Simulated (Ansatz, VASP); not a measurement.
Given: the input of a run of Ansatz 0.2.0 on La2O3.

File input.yaml:

```yaml
crystal:
  lattice:
    - [6.2667802772, 0.0, 0.0]
    - [-3.1333901386, 5.42719092, 0.0]
    - [0.0, 0.0, 3.299766]
  atoms:
    - { symbol: La, position: [0.6666666667, 0.3333333333, 0.5] }
    - { symbol: La, position: [0.3333333333, 0.6666666667, 0.5] }
    - { symbol: O, position: [0.50801399, 0.0, 0.0] }
    - { symbol: O, position: [0.0, 0.50801399, 0.0] }
    - { symbol: O, position: [0.49198601, 0.49198601, 0.0] }
kpoints:
  mp_grid: { grid: [5, 5, 8] }
scf:
  occupations: { method: fermi_dirac, width: 0.05 }
hamiltonian:
  xc: pbe
  pseudopotentials: { kind: all_electron, lapw: { basis_error: 0.001 } }
output:
  forces: true
  stress: true
  eigenvalues: true
```

Potentials or basis: all-electron LAPW, scalar-relativistic.

Launch:

```console
$ ansatz run input.yaml --threads 4 --pin off --max-ram 14336MiB --backend cpu --events-out ev --progress --plain --runs-dir out
```

**Question.** Set up the same calculation for VASP 6.6.1. Potentials there: VASP PAW PBE potentials, release 64 (La, O).

**Answer.** As run (the cutoff follows the program's own potentials):

Contents of INCAR:

```
  PREC = Accurate
  ENCUT = 520
  EDIFF = 1E-6
  ISMEAR = -1
  SIGMA = 0.05
  LREAL = False
  LASPH = True
  NELM = 60
  ALGO = Normal
  ISIF = 2
  LWAVE = False
  LCHARG = True
  GGA = PE
  LELF = True
  LVHAR = True
  NBANDS = 28
```

Contents of KPOINTS:

```
regular mesh
0
Gamma
  5 5 8
```

The input POSCAR:

```
La2O3
1.0
    6.2667802772      0.0000000000      0.0000000000
   -3.1333901386      5.4271909200      0.0000000000
    0.0000000000      0.0000000000      3.2997660000
La O
2 3
Direct
    0.6666666667      0.3333333333      0.5000000000
    0.3333333333      0.6666666667      0.5000000000
    0.5080139900      0.0000000000      0.0000000000
    0.0000000000      0.5080139900      0.0000000000
    0.4919860100      0.4919860100      0.0000000000
```

Potentials or basis: VASP PAW PBE potentials, release 64 (La, O).

Run with:

```console
$ cat potpaw_PBE.64/La/POTCAR potpaw_PBE.64/O/POTCAR > POTCAR
$ mpirun -np 1 vasp_std > vasp.out
```

Both were run:

|  | VASP | Ansatz | Ansatz less VASP |
| --- | --- | --- | --- |
| gap on the k mesh at the Fermi level (eV) | 1.54 | 1.53 | -0.016 |
| least direct gap on the mesh (eV) | 2.05 | 2.05 | -0.003 |
| pressure (GPa) | 1.9 | 2.1 | +0.24 |
| traceless stress, the component that is largest in VASP (GPa) | -1.57 | -1.51 | +0.058 |
| rms of the force components (eV/Å) | 0.021 | 0.021 | -0.0007 |

Atom by atom the forces differ by 0.001 eV/Å (rms over components). Ansatz ran all-electron here, and VASP with PAW potentials.

Neither program's run includes spin-orbit coupling.
